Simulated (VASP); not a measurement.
Runs of VASP 6.6.1 on Hf. The structure is that of space group Pm-3m (No. 221), or close to it. The cells are those of the table. 

| level | potentials or basis | cell | k mesh | cutoff (eV) | smearing | grid for exact exchange (PRECFOCK) | share of exact exchange | screening parameter | gap on the mesh (eV) | pressure (GPa) |
| --- | --- | --- | --- | --- | --- | --- | --- | --- | --- | --- |
| PBE-based screened hybrid | VASP PAW PBE potentials, release 64 (Hf_pv) | a = 2.914 Å, 1 atom | 5 × 5 × 5 | 520 | fermi-dirac 0.05 eV | Normal | 0.25 | 0.3 1/Å | none | 0.1 |
| PBE | VASP PAW PBE potentials, release 64 (Hf_pv) | a = 2.874 Å, 1 atom | 9 × 9 × 9 | 520 | fermi-dirac 0.05 eV | - | - | - | none | 3.1 |
| r2SCAN | VASP PAW PBE potentials, release 64 (Hf_pv) | a = 2.914 Å, 1 atom | 5 × 5 × 5 | 520 | fermi-dirac 0.05 eV | - | - | - | none | (b) |
| PBEsol | VASP PAW PBE potentials, release 64 (Hf_pv) | a = 2.879, b = 2.893, c = 2.971 Å, angles 90.1, 88.8, 89.6°, 1 atom | 7 × 7 × 7 | 500 | methfessel-paxton 0.1 eV | - | - | - | none | (a) |
| HSE06 | VASP PAW PBE potentials, release 64 (Hf_pv) | a = 2.914 Å, 1 atom | 5 × 5 × 5 | 520 | fermi-dirac 0.05 eV | Normal | - | 0.2079 1/Å | none | -0.2 |
| PBE-based screened hybrid | VASP PAW PBE potentials, release 64 (Hf_pv) | a = 2.932 Å, 1 atom | 5 × 5 × 5 | 520 | fermi-dirac 0.05 eV | Normal | 0.25 | 0.3 1/Å | none | -1.5 |
| PBE | VASP PAW PBE potentials, release 64 (Hf_pv) | a = 2.914 Å, 1 atom | 9 × 9 × 9 | 520 | gaussian 0.011 eV | - | - | - | none | 0.6 |
| B3LYP | VASP PAW PBE potentials, release 64 (Hf_pv) | a = 2.952 Å, 1 atom | 5 × 5 × 5 | 520 | fermi-dirac 0.05 eV | Normal | - | - | none | -1.0 |
| LDA | VASP PAW LDA potentials, release 64 (Hf_pv) | a = 2.914 Å, 1 atom | 5 × 5 × 5 | 520 | fermi-dirac 0.05 eV | - | - | - | none | -5.5 |
| PBE | VASP PAW PBE potentials, release 64 (Hf_pv) | a = 2.971 Å, 1 atom | 9 × 9 × 9 | 500 | fermi-dirac 0.05 eV | - | - | - | none | -4.2 |
| PBE+D4 | VASP PAW PBE potentials, release 64 (Hf_pv) | a = 2.900 Å, 1 atom | 9 × 9 × 9 | 520 | fermi-dirac 0.05 eV | - | - | - | none | -0.3 |
| PBE | VASP PAW PBE potentials, release 64 (Hf_pv) | a = 2.854 Å, 1 atom | 9 × 9 × 9 | 520 | fermi-dirac 0.05 eV | - | - | - | none | 4.9 |

Alike in all rows: task single point; no spin polarisation.

**Question.** Estimate the missing entries.

**Answer.** (a) -3.9; (b) -0.5.

Caveats: some runs use coarse meshes; spin-orbit coupling is left out, which moves the levels of the heavy elements; the PAW data sets were made with another functional, which shifts forces and pressure a little (some runs); pairwise dispersion overbinds metals, which lowers pressure and volume (some runs).

A k mesh can miss the band edges, and the runs leave out spin-orbit coupling on Hf.

A gap of «none» marks levels without a gap at the run's occupations.
